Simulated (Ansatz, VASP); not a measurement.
**Two plane-wave programs on Ti**

INCAR

```
SYSTEM = Ti
PREC = Accurate
ENCUT = 520
EDIFF = 1E-6
ISMEAR = -1
SIGMA = 0.1
LREAL = .FALSE.
LASPH = .TRUE.
NELM = 100
ALGO = Normal
ISIF = 2
LWAVE = .FALSE.
LCHARG = .TRUE.
GGA = RP
LELF = .TRUE.
LVHAR = .TRUE.
NBANDS = 12
```

The input KPOINTS:

```
regular mesh
0
G
  15 15 15
  0 0 0
```

The input POSCAR:

```
Ti
1.0
   -1.7103219864      1.7103219864      1.7103219864
    1.7103219864     -1.7103219864      1.7103219864
    1.7103219864      1.7103219864     -1.7103219864
Ti
1
Direct
    0.0000000000      0.0000000000      0.0000000000
```

Input for Ansatz:

```yaml
crystal:
  lattice:
    - [-1.7103219864, 1.7103219864, 1.7103219864]
    - [1.7103219864, -1.7103219864, 1.7103219864]
    - [1.7103219864, 1.7103219864, -1.7103219864]
  atoms:
    - { symbol: Ti, position: [0.0, 0.0, 0.0] }
hamiltonian:
  xc: rpbe
  pseudopotentials:
    kind: paw
    azcp:
      Ti: "pseudopotentials/Ti.paw.azcp"
basis:
  ecutwfc: 420
  fft_grid_basis: typed
kpoints:
  mp_grid: { grid: [15, 15, 15], shift: [0, 0, 0] }
magnetization:
  spin_polarized: false
scf:
  occupations: { method: fermi_dirac, width: 0.1 }
  lower_state_search: "off"
output:
  stress: true
```

Alike in both runs: task single point; functional RPBE; k mesh 15 × 15 × 15; occupations fermi-dirac, width 0.1 eV; no spin polarisation.

|  | VASP | Ansatz |
| --- | --- | --- |
| version | VASP 6.6.1 | Ansatz 0.2.0 |
| potentials or method | VASP PAW PBE potentials, release 64 (Ti_sv), cutoff 520 eV | plane waves (420 eV) with PAW, scalar-relativistic |
| valence electrons in the cell | 12 | 12 |

```tsv
	VASP	Ansatz	Ansatz less VASP
pressure (GPa)	-9.3	-9.2	+0.11
```

VASP's potentials were made for PBE, not for RPBE.
